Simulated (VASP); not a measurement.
Set up this calculation in VASP 6.6.1, as the native input.

```yaml
Task: single point
Functional: PBE
Potentials_or_basis: VASP PAW PBE potentials, release 64 (Al, As)
Cutoff: 500 eV
k_mesh: 4 × 4 × 4
Occupations: gaussian, width 0.01 eV
Spin: no spin polarisation
Dipole_correction: no
Further_INCAR_settings: ALGO = Normal; EDIFF = 1e-06; NBANDS = 11
```

The structure of AlAs lies in POSCAR:

```
AlAs
1.0
    0.0000000000      2.8304000000      2.8304000000
    2.8304000000      0.0000000000      2.8304000000
    2.8304000000      2.8304000000      0.0000000000
Al As
1 1
Direct
    0.0000000000      0.0000000000      0.0000000000
    0.2500000000      0.2500000000      0.2500000000
```

The input as run:

INCAR

```
SYSTEM = AlAs
  PREC = Accurate
  ENCUT = 500
  EDIFF = 1E-6
  ISMEAR = 0
  SIGMA = 0.01
  LREAL = .FALSE.
  LASPH = .TRUE.
  NELM = 120
  ALGO = Normal
  ISIF = 2
  LWAVE = .FALSE.
  LCHARG = .FALSE.
  GGA = PE
  NBANDS = 11
  GGA_COMPAT = .FALSE.
```

KPOINTS

```
Automatic mesh
0
G
  4 4 4
  0 0 0
```

Potentials or basis: VASP PAW PBE potentials, release 64 (Al, As).

The run is started by

```sh
$ cat potpaw_PBE.64/Al/POTCAR potpaw_PBE.64/As/POTCAR > POTCAR
$ mpirun -np 1 vasp_std > vasp.out
```

Results of the run:

```yaml
Pressure: 3.1 GPa
Band_gap_on_the_k_mesh: 1.41 eV, indirect (least direct gap 2.05 eV)
```

Caveat: the k points lie up to 0.48 Å⁻¹ apart.

Run time: 11 s on 1 thread of Intel Xeon 8259CL (shared host), peak memory 0.16 GiB.
